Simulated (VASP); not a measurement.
# Cs2AgBiBr6 (Fm-3m) in VASP: notebook

Runs on Cs2AgBiBr6. Level: PBE. Tasks: single point.

Program: VASP 6.6.1. These are calculated values, not measurements. Logs are shortened: lines on timing, memory, paths and dates and some standing lists are left out, and cuts for length are marked.

**1. The cell of the first run**

It takes space group Fm-3m (No. 225, cubic). Conventional cell: a = 11.232 Å, b = 11.232 Å, c = 11.232 Å, α = 90.00°, β = 90.00°, γ = 90.00°. Cs (site symmetry -43m) has 12 Br at 3.97 Å and 4 Ag at 4.86 Å and 4 Bi at 4.86 Å within 5.2 Å. Ag (site symmetry m-3m) has 6 Br at 2.80 Å within 3.7 Å. Bi (site symmetry m-3m) has 6 Br at 2.81 Å within 3.7 Å. Br (site symmetry 4mm) has 1 Ag at 2.80 Å and 1 Bi at 2.81 Å within 3.7 Å.

**2. Single point, PBE**

INCAR

```
SYSTEM = Cs2AgBiBr6
  PREC = Accurate
  ENCUT = 520
  EDIFF = 1E-7
  ISMEAR = 0
  SIGMA = 0.05
  LREAL = .FALSE.
  LASPH = .TRUE.
  NELM = 60
  ALGO = Normal
  ISIF = 2
  LWAVE = .FALSE.
  LCHARG = .TRUE.
  GGA = PE
  LELF = .TRUE.
  LVHAR = .TRUE.
  NBANDS = 54
```

KPOINTS

```
Automatic mesh
0
G
  4 4 4
  0 0 0
```

POSCAR

```
Cs2AgBiBr6
1.0
    0.0000000000      5.6161000000      5.6161000000
    5.6161000000      0.0000000000      5.6161000000
    5.6161000000      5.6161000000      0.0000000000
Cs Ag Bi Br
2 1 1 6
Direct
    0.2500000000      0.2500000000      0.2500000000
    0.7500000000      0.7500000000      0.7500000000
    0.5000000000      0.5000000000      0.5000000000
    0.0000000000      0.0000000000      0.0000000000
    0.2505500000      0.7494500000      0.2505500000
    0.2505500000      0.7494500000      0.7494500000
    0.7494500000      0.2505500000      0.7494500000
    0.7494500000      0.2505500000      0.2505500000
    0.2505500000      0.2505500000      0.7494500000
    0.7494500000      0.7494500000      0.2505500000
```

Potentials or basis: VASP PAW PBE potentials, release 64 (Cs_sv, Ag, Bi_d, Br).

The run is started by

```bash
$ cat potpaw_PBE.64/Cs_sv/POTCAR potpaw_PBE.64/Ag/POTCAR potpaw_PBE.64/Bi_d/POTCAR potpaw_PBE.64/Br/POTCAR > POTCAR
$ mpirun -np 1 vasp_std > vasp.out
```

OUTCAR:

```text
SYSTEM = Cs2AgBiBr6
   PREC = Accurate
   ENCUT = 520
   EDIFF = 1E-7
   ISMEAR = 0
   LREAL = .FALSE.
   LASPH = .TRUE.
   NELM = 60
   ISIF = 2
   GGA = PE

 ion  position               nearest neighbor table
   1  0.250  0.250  0.250-
   2  0.750  0.750  0.750-
   3  0.500  0.500  0.500-   5 2.80   6 2.80   7 2.80   8 2.80   9 2.80  10 2.80
   4  0.000  0.000  0.000-   5 2.81   6 2.81   7 2.81   8 2.81   9 2.81  10 2.81
   5  0.251  0.749  0.251-   3 2.80   4 2.81
   6  0.251  0.749  0.749-   3 2.80   4 2.81
   7  0.749  0.251  0.749-   3 2.80   4 2.81
   8  0.749  0.251  0.251-   3 2.80   4 2.81
   9  0.251  0.251  0.749-   3 2.80   4 2.81
  10  0.749  0.749  0.251-   3 2.80   4 2.81

  LATTYP: Found a face centered cubic cell.
 ALAT       =    11.2322000000

  Lattice vectors:

 A1 = (   0.0000000000,   5.6161000000,   5.6161000000)
 A2 = (   5.6161000000,   0.0000000000,   5.6161000000)
 A3 = (   5.6161000000,   5.6161000000,   0.0000000000)

Analysis of symmetry for initial positions (statically):
=====================================================================
 Subroutine PRICEL returns:
 Original cell was already a primitive cell.

 Routine SETGRP: Setting up the symmetry group for a
 face centered cubic supercell.

 Subroutine GETGRP returns: Found 48 space group operations
 (whereof 48 operations were pure point group operations)
 out of a pool of 48 trial point group operations.

The static configuration has the point symmetry O_h .

Analysis of symmetry for dynamics (positions and initial velocities):
=====================================================================
 Subroutine PRICEL returns:
 Original cell was already a primitive cell.

 Routine SETGRP: Setting up the symmetry group for a
 face centered cubic supercell.

 Subroutine GETGRP returns: Found 48 space group operations
 (whereof 48 operations were pure point group operations)
 out of a pool of 48 trial point group operations.

The dynamic configuration has the point symmetry O_h .

 Subroutine INISYM returns: Found 48 space group operations
 (whereof 48 operations are pure point group operations),
 and found     1 'primitive' translations

----------------------------------------------------------------------------------------

                                     Primitive cell

  volume of cell :     354.2701

  direct lattice vectors                    reciprocal lattice vectors
     0.000000000  5.616100000  5.616100000    -0.089029754  0.089029754  0.089029754
     5.616100000  0.000000000  5.616100000     0.089029754 -0.089029754  0.089029754
     5.616100000  5.616100000  0.000000000     0.089029754  0.089029754 -0.089029754

  length of vectors
     7.942364788  7.942364788  7.942364788     0.154204057  0.154204057  0.154204057

  position of ions in fractional coordinates (direct lattice)
     0.250000000  0.250000000  0.250000000
     0.750000000  0.750000000  0.750000000
     0.500000000  0.500000000  0.500000000
     0.000000000  0.000000000  0.000000000
     0.250550000  0.749450000  0.250550000
     0.250550000  0.749450000  0.749450000
     0.749450000  0.250550000  0.749450000
     0.749450000  0.250550000  0.250550000
     0.250550000  0.250550000  0.749450000
     0.749450000  0.749450000  0.250550000

  ion indices of the primitive-cell ions
   primitive index   ion index
                 1           1
                 2           2
                 3           3
                 4           4
                 5           5
                 6           6
                 7           7
                 8           8
                 9           9
                10          10

----------------------------------------------------------------------------------------

 KPOINTS: Automatic mesh

Automatic generation of k-mesh.
 Grid dimensions read from file:
 generate k-points for:    4    4    4

 Generating k-lattice:

  Cartesian coordinates                     Fractional coordinates (reciprocal lattice)
    -0.022257438  0.022257438  0.022257438     0.250000000  0.000000000  0.000000000
     0.022257438 -0.022257438  0.022257438     0.000000000  0.250000000  0.000000000
     0.022257438  0.022257438 -0.022257438     0.000000000  0.000000000  0.250000000

  Length of vectors
     0.038551014  0.038551014  0.038551014

  Shift w.r.t. Gamma in fractional coordinates (k-lattice)
     0.000000000  0.000000000  0.000000000

 Subroutine IBZKPT returns following result:
 ===========================================

 Found      8 irreducible k-points:

 Following reciprocal coordinates:
            Coordinates               Weight
  0.000000  0.000000  0.000000      1.000000
  0.250000  0.000000  0.000000      8.000000
  0.500000  0.000000  0.000000      4.000000
  0.250000  0.250000  0.000000      6.000000
  0.500000  0.250000  0.000000     24.000000
 -0.250000  0.250000  0.000000     12.000000
  0.500000  0.500000  0.000000      3.000000
 -0.250000  0.500000  0.250000      6.000000
   k-points           NKPTS =      8   k-points in BZ     NKDIM =      8   number of bands    NBANDS=     54
   number of dos      NEDOS =    301   number of ions     NIONS =     10
   total plane-waves  NPLWV = 216000
   dimension x,y,z NGX =    60 NGY =   60 NGZ =   60
   dimension x,y,z NGXF=   120 NGYF=  120 NGZF=  120
   ions per type =               2   1   1   6
   NGX,Y,Z   is equivalent  to a cutoff of  12.56, 12.56, 12.56 a.u.
   NGXF,Y,Z  is equivalent  to a cutoff of  25.12, 25.12, 25.12 a.u.
 SYSTEM =  Cs2AgBiBr6
   PREC   = accura    normal or accurate (medium, high low for compatibility)
   ISTART =      0    job   : 0-new  1-cont  2-samecut
   ICHARG =      2    charge: 1-file 2-atom 10-const
   ISPIN  =      1    spin polarized calculation?
   LNONCOLLINEAR =      F non collinear calculations
   LSORBIT =      F    spin-orbit coupling
   LASPH  =      T    aspherical Exc in radial PAW
   ENCUT  =  520.0 eV  38.22 Ry    6.18 a.u.  14.77 14.77 14.77*2*pi/ulx,y,z
   NELM   =     60;   NELMIN=  2; NELMDL= -5     # of ELM steps
   EDIFF  = 0.1E-06   stopping-criterion for ELM
   LREAL  =      F    real-space projection
   EDIFFG = 0.1E-05   stopping-criterion for IOM
   NSW    =      0    number of steps for IOM
   IBRION =     -1    ionic relax: 0-MD 1-quasi-New 2-CG
   NFREE  =      0    steps in history (QN), initial steepest desc. (CG)
   ISIF   =      2    stress and relaxation
   ISYM   =      2    0-nonsym 1-usesym 2-fastsym
   POTIM  = 0.5000    time-step for ionic-motion
   TEBEG  =    0.0;   TEEND  =   0.0 temperature during run
   PSTRESS=    0.0 pullay stress
   NELECT =      86.0000    total number of electrons
   NUPDOWN=      -1.0000    fix difference up-down
   EMIN   =  10.00;   EMAX   =-10.00  energy-range for DOS
   EFERMI =   0.00;   METHOD = LEGACY
   ISMEAR =     0;   SIGMA  =   0.05  broadening in eV -4-tet -1-fermi 0-gaus
   EFERMI_NEDOS =   21; number of points for ismear=-14 and -15
   IALGO  =     38    algorithm
   IMIX   =      4    mixing-type and parameters
     AMIX     =   0.40;   BMIX     =  1.00
     AMIX_MAG =   1.60;   BMIX_MAG =  1.00
  volume/ion in A,a.u.               =      35.43       239.07
  Fermi-wavevector in a.u.,A,eV,Ry     =   1.021244  1.929871 14.190049  1.042939
  Thomas-Fermi vector in A             =   2.154858
   LORBIT       =      0    0 simple, 1 ext, 2 COOP (PROOUT), +10 PAW based schemes
   GGA     = PE    functional components
   LHFCALC =     F    Hartree Fock is set to
   AEXX    =    0.0000 exact exchange contribution
   IVDW    =     0    specifies the selected vdW correction
   LEPSILON=     F    determine dielectric tensor
   LRPA    =     F    only Hartree local field effects (RPA)
 non-spin polarized calculation
 Gauss-broadening in eV      SIGMA  =   0.05
  energy-cutoff  :      520.00
  volume of cell :      354.27
 maximum number of plane-waves:      9577
   NGX = 29   NGY = 29   NGZ = 29

 number of electron      86.0000013 magnetization

 Free energy of the ion-electron system (eV)
  ---------------------------------------------------
  ext. energy  EPLUGINS =         0.00000000
  ---------------------------------------------------
  free energy    TOTEN  =       -29.47690677 eV

  energy without entropy =      -29.47690677  energy(sigma->0) =      -29.47690677

 E-fermi :   1.6776     XC(G=0):  -8.1654

 val. band max:        1.4413268191   @ k =   0.5000   0.5000   0.0000
 cond. band min:       2.7095843868   @ k =   0.5000   0.0000   0.0000
 fundamental gap:      1.2682575677
 Fermi energy:         1.6775582448

 k-point     1 :       0.0000    0.0000    0.0000
  band No.  band energies     occupation
      1     -21.6681      2.00000
      2     -21.6681      2.00000
      3     -21.6265      2.00000
      4     -21.6265      2.00000
      5     -21.6265      2.00000
      6     -19.3628      2.00000
[... 46 lines left out ...]
     53       6.8157      0.00000
     54       6.8157      0.00000

 k-point     2 :       0.2500    0.0000    0.0000
  band No.  band energies     occupation
      1     -21.6681      2.00000
      2     -21.6681      2.00000
      3     -21.6265      2.00000
      4     -21.6265      2.00000
      5     -21.6265      2.00000
      6     -19.3617      2.00000
[... 46 lines left out ...]
     53       7.1144      0.00000
     54       7.1617      0.00000

 k-point     3 :       0.5000    0.0000    0.0000
  band No.  band energies     occupation
      1     -21.6681      2.00000
      2     -21.6681      2.00000
      3     -21.6265      2.00000
      4     -21.6265      2.00000
      5     -21.6265      2.00000
      6     -19.3592      2.00000
[... 46 lines left out ...]
     53       7.6086      0.00000
     54       7.7437      0.00000

 k-point     4 :       0.2500    0.2500    0.0000
  band No.  band energies     occupation
      1     -21.6681      2.00000
      2     -21.6681      2.00000
      3     -21.6265      2.00000
      4     -21.6265      2.00000
      5     -21.6265      2.00000
      6     -19.3615      2.00000
[... 46 lines left out ...]
     53       7.2865      0.00000
     54       7.2866      0.00000

 k-point     5 :       0.5000    0.2500    0.0000
  band No.  band energies     occupation
      1     -21.6682      2.00000
      2     -21.6681      2.00000
      3     -21.6265      2.00000
      4     -21.6265      2.00000
      5     -21.6265      2.00000
      6     -19.3599      2.00000
[... 46 lines left out ...]
     53       7.5540      0.00000
     54       7.5594      0.00000

 k-point     6 :      -0.2500    0.2500    0.0000
  band No.  band energies     occupation
      1     -21.6681      2.00000
      2     -21.6681      2.00000
      3     -21.6265      2.00000
      4     -21.6265      2.00000
      5     -21.6265      2.00000
      6     -19.3603      2.00000
[... 46 lines left out ...]
     53       7.5002      0.00000
     54       7.5447      0.00000

 k-point     7 :       0.5000    0.5000    0.0000
  band No.  band energies     occupation
      1     -21.6682      2.00000
      2     -21.6681      2.00000
      3     -21.6265      2.00000
      4     -21.6265      2.00000
      5     -21.6265      2.00000
      6     -19.3601      2.00000
[... 46 lines left out ...]
     53       7.6898      0.00000
     54       8.1555      0.00000

 k-point     8 :      -0.2500    0.5000    0.2500
  band No.  band energies     occupation
      1     -21.6682      2.00000
      2     -21.6681      2.00000
      3     -21.6265      2.00000
      4     -21.6265      2.00000
      5     -21.6265      2.00000
      6     -19.3591      2.00000
[... 46 lines left out ...]
     53       7.4802      0.00000
     54       7.7433      0.00000

------------------------ aborting loop because EDIFF is reached ----------------------------------------

  FORCE on cell =-STRESS in cart. coord.  units (eV):
  Direction    XX          YY          ZZ          XY          YZ          ZX
  --------------------------------------------------------------------------------------
  -------------------------------------------------------------------------------------
  Total        4.1207036      4.1207036      4.1207036     -0.0000000      0.0000000     -0.0000000
  in kB       18.6357755     18.6357755     18.6357755     -0.0000000      0.0000000     -0.0000000
  external PRESSURE =      18.6357755 kB  Pullay stress =       0.0000000 kB

 VOLUME and BASIS-vectors are now :
 -----------------------------------------------------------------------------
  energy-cutoff  :      520.00
  volume of cell :      354.27
      direct lattice vectors                 reciprocal lattice vectors
     0.000000000  5.616100000  5.616100000    -0.089029754  0.089029754  0.089029754
     5.616100000  0.000000000  5.616100000     0.089029754 -0.089029754  0.089029754
     5.616100000  5.616100000  0.000000000     0.089029754  0.089029754 -0.089029754

 POSITION                                       TOTAL-FORCE (eV/Angst)
 -----------------------------------------------------------------------------------
      2.80805      2.80805      2.80805         0.000000      0.000000     -0.000000
      8.42415      8.42415      8.42415         0.000000      0.000000     -0.000000
      5.61610      5.61610      5.61610         0.000000      0.000000     -0.000000
      0.00000      0.00000      0.00000         0.000000      0.000000     -0.000000
      5.61610      2.81423      5.61610         0.000000      0.294247     -0.000000
      8.41797      5.61610      5.61610        -0.294247      0.000000     -0.000000
      5.61610      8.41797      5.61610         0.000000     -0.294247     -0.000000
      2.81423      5.61610      5.61610         0.294247      0.000000     -0.000000
      5.61610      5.61610      2.81423         0.000000      0.000000      0.294247
      5.61610      5.61610      8.41797         0.000000      0.000000     -0.294247
 -----------------------------------------------------------------------------------
    total drift:                                0.000000      0.000000     -0.000000

  FREE ENERGIE OF THE ION-ELECTRON SYSTEM (eV)
  ---------------------------------------------------
  free  energy   TOTEN  =       -29.4769067659 eV

  energy  without entropy=      -29.4769067659  energy(sigma->0) =      -29.47690677
```

It took 6.6 min on 1 thread of Oxide Virtual Turin-like, shared host; peak memory 0.56 GiB.

What came out:

| Item | Value |
| --- | --- |
| Free energy | -29.4769 eV |
| Pressure | 1.9 GPa |
| Largest force | 0.294 eV/Å |
| Band gap on the k mesh | 1.27 eV, indirect (least direct gap 2.47 eV) |

Forces in eV/Å, atoms in the order of the input:
```
Cs   0.000  0.000  0.000
Cs   0.000  0.000  0.000
Ag   0.000  0.000  0.000
Bi   0.000  0.000  0.000
Br   0.000  0.294  0.000
Br  -0.294  0.000  0.000
Br   0.000 -0.294  0.000
Br   0.294  0.000  0.000
Br   0.000  0.000  0.294
Br   0.000  0.000 -0.294
```

Caveat: spin-orbit coupling is left out, which moves the levels of the heavy elements.

**3. Single point, PBE**

INCAR

```
  PREC = Accurate
  ENCUT = 520
  EDIFF = 1E-6
  ISMEAR = 0
  SIGMA = 0.05
  LREAL = F
  LASPH = T
  NELM = 60
  ALGO = Normal
  ISIF = 2
  LWAVE = F
  LCHARG = F
  GGA = PE
  NBANDS = 54
```

KPOINTS

```
regular mesh
0
Gamma
  4 4 4
```

POSCAR is that of step 2.

Potentials or basis: VASP PAW PBE potentials, release 64 (Cs_sv, Ag, Bi_d, Br).

The run is started by

```bash
$ cat potpaw_PBE.64/Cs_sv/POTCAR potpaw_PBE.64/Ag/POTCAR potpaw_PBE.64/Bi_d/POTCAR potpaw_PBE.64/Br/POTCAR > POTCAR
$ mpirun -np 1 vasp_std > vasp.out
```

Wall time 7.2 min (1 thread of Oxide Virtual Turin-like, shared host); peak memory 0.56 GiB.

The run converged. Its results:

```
Free energy            : -29.4769 eV
Pressure               : 1.9 GPa
Largest force          : 0.294 eV/Å
Band gap on the k mesh : 1.27 eV, indirect (least direct gap 2.47 eV)
```

Forces on the atoms (eV/Å):
```
Cs   0.000  0.000  0.000
Cs   0.000  0.000  0.000
Ag   0.000  0.000  0.000
Bi   0.000  0.000  0.000
Br   0.000  0.294  0.000
Br  -0.294  0.000  0.000
Br   0.000 -0.294  0.000
Br   0.294  0.000  0.000
Br   0.000  0.000  0.294
Br   0.000  0.000 -0.294
```

Levels at points of the mesh, in eV from the valence-band top:
| k point | band 41 | band 42 | band 43 | band 44 | band 45 | band 46 |
| --- | --- | --- | --- | --- | --- | --- |
| (0.00, 0.00, 0.00) | -1.24 | -0.70 | -0.70 | 2.31 | 2.31 | 2.31 |
| (0.50, 0.00, 0.00) | -1.39 | -1.28 | -1.28 | 1.27 | 3.72 | 3.72 |
| (0.50, 0.50, 0.00) | -1.26 | -0.70 | 0.00 | 2.82 | 2.82 | 3.20 |

Caveat: spin-orbit coupling is left out, which moves the levels of the heavy elements. A k mesh can miss the band edges.
